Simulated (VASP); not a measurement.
The system is AlN.

```
Al N
1.0
     0.00000    2.18488    2.18488
     2.18488    0.00000    2.18488
     2.18488    2.18488    0.00000
Al N
1 1
Direct
  0.00000 0.00000 0.00000
  0.25000 0.25000 0.25000
```

Program: VASP 6.6.1. Alike in all runs: task single point; potentials or basis VASP PAW PBE potentials, release 64 (Al, N); no spin polarisation; cell as given.

Question: Order these runs on this cell by their pressure, lowest first.
A. level PBEsol; k mesh 8 × 8 × 8; cutoff (eV) 600; smearing methfessel-paxton 0.2 eV
B. level HSE06; k mesh 4 × 4 × 4; cutoff (eV) 520; smearing gaussian 0.01 eV; grid for exact exchange (PRECFOCK) Normal; screening parameter 0.2079 1/Å
C. level PBEsol; k mesh 2 × 2 × 2; cutoff (eV) 600; smearing gaussian 0.01 eV

Answer: B (-0.8 GPa), A (0.9 GPa), C (5.6 GPa).

Caveats: some runs use coarse meshes; the PAW data sets were made with another functional, which shifts forces and pressure a little.
